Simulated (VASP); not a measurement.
# Ru (Fm-3m) in VASP: a series of runs, part 2 of 2

VASP 6.6.1. The steps go on from the part before.

## 3. Single point, r2SCAN (volume scaled by 0.92)

File POSCAR:

```
Ru
1.0
    0.0000000000      1.8413186085      1.8413186085
    1.8413186085      0.0000000000      1.8413186085
    1.8413186085      1.8413186085      0.0000000000
Ru
1
Direct
    0.0000000000      0.0000000000      0.0000000000
```

File INCAR.step1:

```
PREC = Accurate ; ENCUT = 520
ISMEAR = -1 ; SIGMA = 0.1
LREAL = F ; LASPH = T
NELM = 80 ; NBANDS = 13
GGA = PE ; ALGO = Normal
EDIFF = 1E-4 ; LWAVE = T
LCHARG = F
```

File INCAR.step2:

```
PREC = Accurate ; ENCUT = 520
EDIFF = 1E-6 ; ISMEAR = -1
SIGMA = 0.1 ; LREAL = F
LASPH = T ; NELM = 80
ALGO = Normal ; ISIF = 2
LWAVE = F ; LCHARG = F
METAGGA = R2SCAN ; LMIXTAU = T
NBANDS = 13 ; ISTART = 1
```

File KPOINTS:

```
regular mesh
0
Gamma
  16 16 16
```

Potentials or basis: VASP PAW PBE potentials, release 64 (Ru_pv).

Launch:

```console
> cat potpaw_PBE.64/Ru_pv/POTCAR > POTCAR
> cp INCAR.step1 INCAR
> mpirun -np 1 vasp_std > vasp.out
> cp INCAR.step2 INCAR
> mpirun -np 1 vasp_std > vasp.out
```

OUTCAR:

```text
PREC = Accurate
   ENCUT = 520
   EDIFF = 1E-6
   ISMEAR = -1
   LREAL = F
   LASPH = T
   NELM = 80
   ISIF = 2
   METAGGA = R2SCAN
   ISTART = 1

 ion  position               nearest neighbor table
   1  0.000  0.000  0.000-

  LATTYP: Found a face centered cubic cell.
 ALAT       =     3.6826372170

  Lattice vectors:

 A1 = (   0.0000000000,   1.8413186085,   1.8413186085)
 A2 = (   1.8413186085,   0.0000000000,   1.8413186085)
 A3 = (   1.8413186085,   1.8413186085,   0.0000000000)

Analysis of symmetry for initial positions (statically):
=====================================================================
 Subroutine PRICEL returns:
 Original cell was already a primitive cell.

 Routine SETGRP: Setting up the symmetry group for a
 face centered cubic supercell.

 Subroutine GETGRP returns: Found 48 space group operations
 (whereof 48 operations were pure point group operations)
 out of a pool of 48 trial point group operations.

The static configuration has the point symmetry O_h .

Analysis of symmetry for dynamics (positions and initial velocities):
=====================================================================
 Subroutine PRICEL returns:
 Original cell was already a primitive cell.

 Routine SETGRP: Setting up the symmetry group for a
 face centered cubic supercell.

 Subroutine GETGRP returns: Found 48 space group operations
 (whereof 48 operations were pure point group operations)
 out of a pool of 48 trial point group operations.

The dynamic configuration has the point symmetry O_h .

 Subroutine INISYM returns: Found 48 space group operations
 (whereof 48 operations are pure point group operations),
 and found     1 'primitive' translations

----------------------------------------------------------------------------------------

                                     Primitive cell

  volume of cell :      12.4858

  direct lattice vectors                    reciprocal lattice vectors
     0.000000000  1.841318608  1.841318608    -0.271544532  0.271544532  0.271544532
     1.841318608  0.000000000  1.841318608     0.271544532 -0.271544532  0.271544532
     1.841318608  1.841318608  0.000000000     0.271544532  0.271544532 -0.271544532

  length of vectors
     2.604017749  2.604017749  2.604017749     0.470328926  0.470328926  0.470328926

  position of ions in fractional coordinates (direct lattice)
     0.000000000  0.000000000  0.000000000

  ion indices of the primitive-cell ions
   primitive index   ion index
                 1           1

----------------------------------------------------------------------------------------

 KPOINTS: regular mesh

Automatic generation of k-mesh.
 Grid dimensions read from file:
 generate k-points for:   16   16   16

 Generating k-lattice:

  Cartesian coordinates                     Fractional coordinates (reciprocal lattice)
    -0.016971533  0.016971533  0.016971533     0.062500000  0.000000000  0.000000000
     0.016971533 -0.016971533  0.016971533     0.000000000  0.062500000  0.000000000
     0.016971533  0.016971533 -0.016971533     0.000000000  0.000000000  0.062500000

  Length of vectors
     0.029395558  0.029395558  0.029395558

  Shift w.r.t. Gamma in fractional coordinates (k-lattice)
     0.000000000  0.000000000  0.000000000

 Subroutine IBZKPT returns following result:
 ===========================================

 Found    145 irreducible k-points:

 Following reciprocal coordinates:
            Coordinates               Weight
  0.000000  0.000000  0.000000      1.000000
  0.062500  0.000000  0.000000      8.000000
  0.125000  0.000000  0.000000      8.000000
  0.187500  0.000000  0.000000      8.000000
  0.250000  0.000000  0.000000      8.000000
  0.312500  0.000000  0.000000      8.000000
[... 16 lines left out ...]
 -0.125000  0.062500  0.000000     24.000000
 -0.062500  0.062500  0.000000     12.000000
 [... further k-points ...]
   k-points           NKPTS =    145   k-points in BZ     NKDIM =    145   number of bands    NBANDS=     13
   number of dos      NEDOS =    301   number of ions     NIONS =      1
   total plane-waves  NPLWV =   8000
   dimension x,y,z NGX =    20 NGY =   20 NGZ =   20
   dimension x,y,z NGXF=    40 NGYF=   40 NGZF=   40
   ions per type =               1
   NGX,Y,Z   is equivalent  to a cutoff of  12.77, 12.77, 12.77 a.u.
   NGXF,Y,Z  is equivalent  to a cutoff of  25.54, 25.54, 25.54 a.u.
 SYSTEM =  unknown system
   PREC   = accura    normal or accurate (medium, high low for compatibility)
   ISTART =      1    job   : 0-new  1-cont  2-samecut
   ICHARG =      0    charge: 1-file 2-atom 10-const
   ISPIN  =      1    spin polarized calculation?
   LNONCOLLINEAR =      F non collinear calculations
   LSORBIT =      F    spin-orbit coupling
   LASPH  =      T    aspherical Exc in radial PAW
   ENCUT  =  520.0 eV  38.22 Ry    6.18 a.u.   4.84  4.84  4.84*2*pi/ulx,y,z
   NELM   =     80;   NELMIN=  2; NELMDL=  0     # of ELM steps
   EDIFF  = 0.1E-05   stopping-criterion for ELM
   LREAL  =      F    real-space projection
   EDIFFG = 0.1E-04   stopping-criterion for IOM
   NSW    =      0    number of steps for IOM
   IBRION =     -1    ionic relax: 0-MD 1-quasi-New 2-CG
   NFREE  =      0    steps in history (QN), initial steepest desc. (CG)
   ISIF   =      2    stress and relaxation
   ISYM   =      2    0-nonsym 1-usesym 2-fastsym
   POTIM  = 0.5000    time-step for ionic-motion
   TEBEG  =    0.0;   TEEND  =   0.0 temperature during run
   PSTRESS=    0.0 pullay stress
   NELECT =      14.0000    total number of electrons
   NUPDOWN=      -1.0000    fix difference up-down
   EMIN   =  10.00;   EMAX   =-10.00  energy-range for DOS
   EFERMI =   0.00;   METHOD = LEGACY
   ISMEAR =    -1;   SIGMA  =   0.10  broadening in eV -4-tet -1-fermi 0-gaus
   EFERMI_NEDOS =   21; number of points for ismear=-14 and -15
   IALGO  =     38    algorithm
   IMIX   =      4    mixing-type and parameters
     AMIX     =   0.40;   BMIX     =  1.00
     AMIX_MAG =   1.60;   BMIX_MAG =  1.00
  volume/ion in A,a.u.               =      12.49        84.26
  Fermi-wavevector in a.u.,A,eV,Ry     =   1.700769  3.213987 39.356402  2.892614
  Thomas-Fermi vector in A             =   2.780843
   LORBIT       =      0    0 simple, 1 ext, 2 COOP (PROOUT), +10 PAW based schemes
   METAGGA = R2SCAN    functional components
   LHFCALC =     F    Hartree Fock is set to
   AEXX    =    0.0000 exact exchange contribution
   IVDW    =     0    specifies the selected vdW correction
   LEPSILON=     F    determine dielectric tensor
   LRPA    =     F    only Hartree local field effects (RPA)
 non-spin polarized calculation
  energy-cutoff  :      520.00
  volume of cell :       12.49
 maximum number of plane-waves:       346
   NGX =  9   NGY =  9   NGZ =  9

 number of electron      13.9999995 magnetization

 Free energy of the ion-electron system (eV)
  ---------------------------------------------------
  ext. energy  EPLUGINS =         0.00000000
  ---------------------------------------------------
  free energy    TOTEN  =       -25.20467719 eV

  energy without entropy =      -25.17422614  energy(sigma->0) =      -25.18945167

 E-fermi :  14.2633     XC(G=0): -16.0051

 val. band max:       14.2561142568   @ k =   0.1875   0.0625   0.0000
 cond. band min:      14.2791881660   @ k =  -0.2500   0.2500   0.0625
 fundamental gap:      0.0230739092
 Fermi energy:        14.2632513674

 k-point     1 :       0.0000    0.0000    0.0000
  band No.  band energies     occupation
      1     -29.5426      2.00000
      2     -29.5426      2.00000
      3     -29.5426      2.00000
      4       5.4765      2.00000
      5      11.1858      2.00000
      6      11.1858      2.00000
      7      11.1858      2.00000
      8      14.0747      1.73655
      9      14.0747      1.73655
     10      22.8064      0.00000
     11      29.8338      0.00000
     12      36.4502      0.00000
     13      36.4502      0.00000
[... 353 lines left out ...]
 k-point    24 :      -0.0625    0.0625    0.0000
  band No.  band energies     occupation
      1     -29.6897      2.00000
      2     -29.5855      2.00000
      3     -29.5527      2.00000
      4       5.9764      2.00000
      5      10.8855      2.00000
      6      11.3800      2.00000
      7      11.4483      2.00000
      8      13.7853      1.98335
      9      14.0978      1.67897
     10      22.8063      0.00000
     11      30.6992      0.00000
     12      34.7541      0.00000
     13      36.7529      0.00000

 [... further k-points ...]

------------------------ aborting loop because EDIFF is reached ----------------------------------------

  FORCE on cell =-STRESS in cart. coord.  units (eV):
  Direction    XX          YY          ZZ          XY          YZ          ZX
  --------------------------------------------------------------------------------------
  -------------------------------------------------------------------------------------
  Total        2.7755861      2.7755861      2.7755861      0.0000000      0.0000000      0.0000000
  in kB      356.1627231    356.1627231    356.1627231      0.0000000      0.0000000      0.0000000
  external PRESSURE =     356.1627231 kB  Pullay stress =       0.0000000 kB

 VOLUME and BASIS-vectors are now :
 -----------------------------------------------------------------------------
  energy-cutoff  :      520.00
  volume of cell :       12.49
      direct lattice vectors                 reciprocal lattice vectors
     0.000000000  1.841318608  1.841318608    -0.271544532  0.271544532  0.271544532
     1.841318608  0.000000000  1.841318608     0.271544532 -0.271544532  0.271544532
     1.841318608  1.841318608  0.000000000     0.271544532  0.271544532 -0.271544532

 POSITION                                       TOTAL-FORCE (eV/Angst)
 -----------------------------------------------------------------------------------
      0.00000      0.00000      0.00000         0.000000      0.000000      0.000000
 -----------------------------------------------------------------------------------
    total drift:                                0.000000      0.000000     -0.000000

  FREE ENERGIE OF THE ION-ELECTRON SYSTEM (eV)
  ---------------------------------------------------
  free  energy   TOTEN  =       -25.2046771902 eV

  energy  without entropy=      -25.1742261446  energy(sigma->0) =      -25.18945167
```

OUTCAR.step1:

```text
PREC = Accurate
   ENCUT = 520
   ISMEAR = -1
   LREAL = F
   LASPH = T
   NELM = 80
[... 597 lines left out ...]

 POSITION                                       TOTAL-FORCE (eV/Angst)
 -----------------------------------------------------------------------------------
      0.00000      0.00000      0.00000        -0.000000     -0.000000      0.000000
 -----------------------------------------------------------------------------------
    total drift:                                0.000000      0.000000      0.000000

  FREE ENERGIE OF THE ION-ELECTRON SYSTEM (eV)
  ---------------------------------------------------
  free  energy   TOTEN  =        -8.9826150452 eV

  energy  without entropy=       -8.9506428497  energy(sigma->0) =       -8.96662895
```

Run time: 76 s. Hardware: 1 thread of Intel Xeon Platinum 8259CL at 2.50GHz (Skylake/Cascade Lake), shared host; peak memory 0.14 GiB.

Results:

| Property | Result |
| --- | --- |
| Free energy | -25.2047 eV |
| Pressure | 35.6 GPa |
| Band gap on the k mesh | zero (band 7 reaches 16.93 eV, above the bottom of band 8 at 12.63 eV) |

Levels at points of the mesh, in eV from the Fermi level:
| k point | band 4 | band 5 | band 6 | band 7 | band 8 | band 9 | band 10 | band 11 |
| --- | --- | --- | --- | --- | --- | --- | --- | --- |
| (0.00, 0.00, 0.00) | -8.79 | -3.08 | -3.08 | -3.08 | -0.19 | -0.19 | 8.54 | 15.57 |
| (0.50, 0.00, 0.00) | -7.08 | -3.25 | -3.25 | 1.16 | 2.04 | 2.04 | 8.54 | 11.76 |
| (0.50, 0.50, 0.00) | -7.56 | -7.03 | 1.98 | 2.67 | 2.67 | 4.15 | 8.54 | 14.75 |

Caveat: the cell differs from its parent crystal (volume scaled by 0.92); the PAW data sets were made with another functional, which shifts forces and pressure a little.

## 4. Single point, r2SCAN (volume scaled by 0.96)

File POSCAR:

```
Ru
1.0
    0.0000000000      1.8676267145      1.8676267145
    1.8676267145      0.0000000000      1.8676267145
    1.8676267145      1.8676267145      0.0000000000
Ru
1
Direct
    0.0000000000      0.0000000000      0.0000000000
```

File INCAR.step1:

```
ALGO = Normal ; EDIFF = 1E-4
ENCUT = 520 ; GGA = PE
ISMEAR = -1 ; LASPH = True
LCHARG = False ; LREAL = False
LWAVE = True ; NBANDS = 13
NELM = 60 ; PREC = Accurate
SIGMA = 0.1
```

File INCAR.step2:

```
ALGO = Normal ; EDIFF = 1E-6
ENCUT = 520 ; ISIF = 2
ISMEAR = -1 ; ISTART = 1
LASPH = True ; LCHARG = True
LELF = True ; LMIXTAU = True
LREAL = False ; LVHAR = True
LWAVE = False ; METAGGA = R2SCAN
NBANDS = 13 ; NELM = 60
PREC = Accurate ; SIGMA = 0.1
```

File KPOINTS:

```
k-points
0
Gamma
  16 16 16
```

Launch:

```console
> cat potpaw_PBE.64/Ru_pv/POTCAR > POTCAR
> cp INCAR.step1 INCAR
> mpirun -np 1 vasp_std > vasp.out
> cp INCAR.step2 INCAR
> mpirun -np 1 vasp_std > vasp.out
```

It took 79 s on 1 thread of Intel Xeon Platinum 8259CL at 2.50GHz (Skylake/Cascade Lake), shared host; peak memory 0.14 GiB.

Results (log left out):

```
Free energy            : -25.2922 eV
Pressure               : 16.5 GPa
Band gap on the k mesh : zero (band 7 reaches 15.93 eV, above the bottom of band 8 at 11.91 eV)
```

Levels at points of the mesh, in eV from the Fermi level:
```
           k point  band 5  band 6  band 7  band 8  band 9  band 10
(0.00, 0.00, 0.00)   -2.88   -2.88   -2.88   -0.18   -0.18     8.52
(0.50, 0.00, 0.00)   -3.04   -3.04    1.10    1.91    1.91     8.52
(0.50, 0.50, 0.00)   -6.61    1.85    2.49    2.49    3.96     8.52
```

Caveat: the cell differs from its parent crystal (volume scaled by 0.96); the PAW data sets were made with another functional, which shifts forces and pressure a little.

## 5. Single point, r2SCAN

This run uses another cell than the first one, of 13.57 Å³/atom, 1.136 times its volume.

File POSCAR:

```
Ru
1.0
    0.0000000000      1.8932138216      1.8932138216
    1.8932138216      0.0000000000      1.8932138216
    1.8932138216      1.8932138216      0.0000000000
Ru
1
Direct
    0.0000000000      0.0000000000      0.0000000000
```

File INCAR.step1:

```
SYSTEM = Ru
ALGO = Normal ; EDIFF = 1E-4
ENCUT = 520 ; GGA = PE
ISMEAR = -1 ; LASPH = .True.
LCHARG = .False. ; LREAL = .False.
LWAVE = .True. ; NBANDS = 13
NELM = 80 ; PREC = Accurate
SIGMA = 0.1
```

File INCAR.step2:

```
SYSTEM = Ru
ALGO = Normal ; EDIFF = 1E-6
ENCUT = 520 ; ISIF = 2
ISMEAR = -1 ; ISTART = 1
LASPH = .True. ; LCHARG = .True.
LELF = .True. ; LMIXTAU = .True.
LREAL = .False. ; LVHAR = .True.
LWAVE = .False. ; METAGGA = R2SCAN
NBANDS = 13 ; NELM = 80
PREC = Accurate ; SIGMA = 0.1
```

File KPOINTS:

```
k-points
0
Gamma
  16 16 16
  0 0 0
```

Launch:

```console
> cat potpaw_PBE.64/Ru_pv/POTCAR > POTCAR
> cp INCAR.step1 INCAR
> mpirun -np 1 vasp_std > vasp.out
> cp INCAR.step2 INCAR
> mpirun -np 1 vasp_std > vasp.out
```

Wall time 75 s (1 thread of Intel Xeon Platinum 8259CL at 2.50GHz (Skylake/Cascade Lake), shared host); peak memory 0.15 GiB.

It converged, with:

* Free energy: -25.3218 eV
* Pressure: 1.3 GPa
* Band gap on the k mesh: zero (band 7 reaches 15.00 eV, above the bottom of band 8 at 11.24 eV)

Levels at points of the mesh, in eV from the Fermi level:
| k point | band 3 | band 4 | band 5 | band 6 | band 7 | band 8 | band 9 | band 10 | band 11 | band 12 |
| --- | --- | --- | --- | --- | --- | --- | --- | --- | --- | --- |
| (0.00, 0.00, 0.00) | -43.80 | -8.29 | -2.71 | -2.71 | -2.71 | -0.17 | -0.17 | 8.50 | 15.69 | 21.80 |
| (0.50, 0.00, 0.00) | -43.95 | -6.39 | -2.85 | -2.85 | 1.05 | 1.79 | 1.79 | 8.50 | 10.58 | 15.32 |
| (0.50, 0.50, 0.00) | -44.21 | -6.71 | -6.23 | 1.73 | 2.33 | 2.33 | 3.80 | 8.50 | 14.13 | 14.13 |

Caveat: the PAW data sets were made with another functional, which shifts forces and pressure a little.

## 6. Single point, r2SCAN (volume scaled by 1.04)

File POSCAR:

```
Ru
1.0
    0.0000000000      1.9181273868      1.9181273868
    1.9181273868      0.0000000000      1.9181273868
    1.9181273868      1.9181273868      0.0000000000
Ru
1
Direct
    0.0000000000      0.0000000000      0.0000000000
```

File INCAR.step1:

```
SYSTEM = Ru
PREC     = Accurate       ! precision mode
ENCUT    = 520            ! plane-wave cutoff, eV
ISMEAR   = -1             ! smearing method
SIGMA    = 0.1            ! smearing width, eV
LREAL    = .FALSE.        ! projectors in reciprocal space
LASPH    = .TRUE.         ! aspherical terms in the spheres
NELM     = 60             ! most SCF steps
NBANDS   = 13             ! bands
GGA      = PE             ! functional
ALGO     = Normal         ! electronic algorithm
EDIFF    = 1E-4           ! SCF threshold, eV
LWAVE    = .TRUE.         ! write WAVECAR
LCHARG   = .FALSE.        ! write CHGCAR
```

File INCAR.step2:

```
SYSTEM = Ru
PREC     = Accurate       ! precision mode
ENCUT    = 520            ! plane-wave cutoff, eV
EDIFF    = 1E-7           ! SCF threshold, eV
ISMEAR   = -1             ! smearing method
SIGMA    = 0.1            ! smearing width, eV
LREAL    = .FALSE.        ! projectors in reciprocal space
LASPH    = .TRUE.         ! aspherical terms in the spheres
NELM     = 60             ! most SCF steps
ALGO     = Normal         ! electronic algorithm
ISIF     = 2              ! what is computed and relaxed
LWAVE    = .FALSE.        ! write WAVECAR
LCHARG   = .FALSE.        ! write CHGCAR
METAGGA  = R2SCAN         ! meta-GGA
LMIXTAU  = .TRUE.       
NBANDS   = 13             ! bands
ISTART   = 1
```

File KPOINTS:

```
regular mesh
0
G
  16 16 16
  0 0 0
```

Potentials or basis: VASP PAW PBE potentials, release 64 (Ru_pv).

Launch:

```console
> cat potpaw_PBE.64/Ru_pv/POTCAR > POTCAR
> cp INCAR.step1 INCAR
> mpirun -np 1 vasp_std > vasp.out
> cp INCAR.step2 INCAR
> mpirun -np 1 vasp_std > vasp.out
```

Run time: 84 s. Hardware: 1 thread of Intel Xeon Platinum 8259CL at 2.50GHz (Skylake/Cascade Lake), shared host; peak memory 0.14 GiB.

It converged, with:

```yaml
Free_energy: -25.3055 eV
Pressure: -10.7 GPa
Band_gap_on_the_k_mesh: zero (band 7 reaches 14.15 eV, above the bottom of band 8 at 10.62 eV)
```

Levels at points of the mesh, in eV from the Fermi level:
| k point | band 5 | band 6 | band 7 | band 8 | band 9 | band 10 |
| --- | --- | --- | --- | --- | --- | --- |
| (0.00, 0.00, 0.00) | -2.55 | -2.55 | -2.55 | -0.17 | -0.17 | 8.49 |
| (0.50, 0.00, 0.00) | -2.68 | -2.68 | 1.02 | 1.68 | 1.68 | 8.49 |
| (0.50, 0.50, 0.00) | -5.88 | 1.62 | 2.19 | 2.19 | 3.66 | 8.49 |

Caveat: the cell differs from its parent crystal (volume scaled by 1.04); the PAW data sets were made with another functional, which shifts forces and pressure a little.

## 7. Overview

```tsv
cell	gap on the mesh (eV)	pressure (GPa)
a = 2.566 Å, angles 60.0°, 1 atom	none	59.6
a = 2.604 Å, angles 60.0°, 1 atom	none	35.6
a = 2.641 Å, angles 60.0°, 1 atom	none	16.5
a = 2.677 Å, angles 60.0°, 1 atom	none	1.3
a = 2.713 Å, angles 60.0°, 1 atom	none	-10.7
```

Alike in all rows: task single point; level r2SCAN; potentials or basis VASP PAW PBE potentials, release 64 (Ru_pv); no spin polarisation; k mesh 16 × 16 × 16; cutoff (eV) 520; smearing fermi-dirac 0.1 eV.

Caveats: the PAW data sets were made with another functional, which shifts forces and pressure a little.

Absolute energies hang on the potentials; compare differences alone.
